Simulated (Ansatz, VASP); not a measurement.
**Two plane-wave programs on Al**

The input INCAR:

```
PREC = Accurate
ENCUT = 520
EDIFF = 1E-6
ISMEAR = 0
SIGMA = 0.15
LREAL = F
LASPH = T
NELM = 60
ALGO = Normal
ISIF = 2
LWAVE = F
LCHARG = T
GGA = PS
LELF = T
LVHAR = T
NBANDS = 10
```

Contents of KPOINTS:

```
Automatic mesh
0
Gamma
  18 18 10
```

The input POSCAR:

```
Al
1.0
    2.7300000000      0.0000000000      0.0000000000
   -1.3650000000      2.3642493523      0.0000000000
    0.0000000000      0.0000000000      4.8609000000
Al
2
Direct
    0.6666666667      0.3333333333      0.7500000000
    0.3333333333      0.6666666667      0.2500000000
```

Input for Ansatz:

```yaml
crystal:
  lattice:
    - [2.73, 0.0, 0.0]
    - [-1.365, 2.3642493523, 0.0]
    - [0.0, 0.0, 4.8609]
  atoms:
    - { symbol: Al, position: [0.6666666667, 0.3333333333, 0.75] }
    - { symbol: Al, position: [0.3333333333, 0.6666666667, 0.25] }
basis:
  ecutwfc: 420
kpoints:
  mp_grid: { grid: [18, 18, 10] }
hamiltonian:
  xc: pbesol
  pseudopotentials: { kind: paw, azcp: { folder: soft_1 } }
scf:
  occupations: { method: gaussian, width: 0.15 }
output:
  forces: true
  stress: true
  eigenvalues: true
```

Alike in both runs: task single point; functional PBEsol; k mesh 18 × 18 × 10; occupations gaussian, width 0.15 eV; no spin polarisation.

|  | VASP | Ansatz |
| --- | --- | --- |
| version | VASP 6.6.1 | Ansatz 0.2.0 |
| potentials or method | VASP PAW PBE potentials, release 64 (Al), cutoff 520 eV | scalar-relativistic, plane waves, PAW |
| valence electrons in the cell | 6 | 6 |

```csv
,VASP,Ansatz,Ansatz less VASP
gap on the k mesh at the Fermi level (eV),none,none,-
pressure (GPa),4.2,4.1,-0.10
"traceless stress, the component that is largest in VASP (GPa)",-4.45,-4.40,+0.043
```

VASP's potentials were made for PBE, not for PBEsol, and Ansatz warns of the same on its side. A gap of «none» marks a metal or a gap that the smearing closes.
